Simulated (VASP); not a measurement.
**AlNi: single point with PBE+U**

AlNi:

```
Al Ni
1.0
     2.88100    0.00000    0.00000
     0.00000    5.76200    0.00000
     0.00000    0.00000    2.88100
Al Ni
2 2
Direct
  0.00000 0.00000 0.00000
  0.00000 0.50000 0.00000
  0.50000 0.25000 0.50000
  0.50000 0.75000 0.50000
```

```
Program                : VASP 6.6.1
Task                   : single point
Functional             : PBE
Potentials or basis    : VASP PAW PBE potentials, release 64 (Al, Ni)
Cutoff                 : 520 eV
k mesh                 : 9 × 5 × 9
Occupations            : fermi-dirac, width 0.1 eV
Spin                   : collinear spin, ferromagnetic start
Starting moments       : [0.0, 0.0, 2.0, 2.0] μB
Hubbard terms          : Ni d U = 4.1 eV
Dipole correction      : no
Further INCAR settings : ALGO = Normal; EDIFF = 1e-07; NBANDS = 25
```

The pressure is -2.9 GPa, the band gap on the k mesh is zero (filled and empty bands overlap) and the net moment is 0.00 μB per cell. The valence electrons inside the program's atomic spheres are Al 0.79; Ni 9.63.

Stress tensor (GPa, compression positive):
```
-2.82  0.00  0.00
 0.00 -3.18  0.00
 0.00  0.00 -2.82
```

Levels at points of the mesh, in eV from the Fermi level:
Spin up:
```tsv
k point	band 9	band 10	band 11	band 12	band 13	band 14	band 15	band 16	band 17	band 18
(0.00, 0.00, 0.00)	-1.96	-1.96	-1.96	-1.87	-0.90	5.80	5.80	5.80	8.09	8.10
```
Spin down:
```csv
k point,band 11,band 12,band 13,band 14,band 15,band 16
"(0.00, 0.00, 0.00)",-1.96,-1.87,-0.90,5.80,5.80,5.80
```

Eigenvalues of the final occupation matrices:
```tsv
site	spin	trace	eigenvalues
site 3 d	1	4.36	0.87 0.87 0.88 0.88 0.88
site 3 d	2	4.36	0.87 0.87 0.88 0.88 0.88
site 4 d	1	4.36	0.87 0.87 0.88 0.88 0.88
site 4 d	2	4.36	0.87 0.87 0.88 0.88 0.88
```

Run time: 89 s on 1 thread of Intel(R) Xeon(R) Platinum 8259CL CPU @ 2.50GHz (Skylake/Cascade Lake) (shared host), peak memory 0.24 GiB.

Caveat: the starting moments collapsed, and a magnetic state may lie lower; the U is typed as a test and isn't derived for this compound. The state reached can hang on the start; a lower one may exist.
